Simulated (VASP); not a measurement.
Wanted: the native input for a VASP 6.6.1 run.

| Quantity | Value |
| --- | --- |
| Task | single point |
| Functional | LDA |
| Potentials or basis | VASP PAW LDA potentials, release 64 (Si, O) |
| Cutoff | 520 eV |
| k mesh | 6 × 6 × 6 |
| Occupations | fermi-dirac, width 0.05 eV |
| Spin | no spin polarisation |
| Dipole correction | no |
| Further INCAR settings | ALGO = Normal; EDIFF = 1e-07; NBANDS = 44 |

The structure of SiO2 lies in POSCAR:

```
SiO2
1.0
    0.0000000000      4.7001720176      7.3431372311
    2.3475030944      0.0000000000      7.3431372311
    2.3475030944      4.7001720176      0.0000000000
Si O
4 8
Direct
    0.9369273187      0.9369273187      0.5630726813
    0.6869273187      0.6869273187      0.3130726813
    0.3130726813      0.3130726813      0.6869273187
    0.5630726813      0.5630726813      0.9369273187
    0.0644043094      0.4355956906      0.0644043094
    0.4355956906      0.0644043094      0.4355956906
    0.8144043094      0.1855956906      0.8144043094
    0.1855956906      0.8144043094      0.1855956906
    0.1250000000      0.6250000000      0.6250000000
    0.6250000000      0.6250000000      0.6250000000
    0.6250000000      0.6250000000      0.1250000000
    0.6250000000      0.1250000000      0.6250000000
```

One way to write it, as run:

INCAR

```
SYSTEM = SiO2
  ALGO = Normal
  EDIFF = 1E-7
  ENCUT = 520
  ISIF = 2
  ISMEAR = -1
  LASPH = .True.
  LCHARG = .False.
  LREAL = .False.
  LWAVE = .False.
  NBANDS = 44
  NELM = 100
  PREC = Accurate
  SIGMA = 0.05
```

KPOINTS

```
k-points
0
Gamma
  6 6 6
  0 0 0
```

Potentials or basis: VASP PAW LDA potentials, release 64 (Si, O).

Launch:

```sh
$ cat potpaw_LDA.64/Si/POTCAR potpaw_LDA.64/O/POTCAR > POTCAR
$ mpirun -np 1 vasp_std > vasp.out
```

Results of the run:

```json
{
 "Pressure": "0.5 GPa",
 "Largest force": "0.044 eV/Å",
 "Band gap on the k mesh": "5.60 eV, direct"
}
```

Wall time 4 min on 1 thread of Intel(R) Xeon(R) 6975P-C (Granite Rapids) (shared host), peak memory 0.45 GiB.
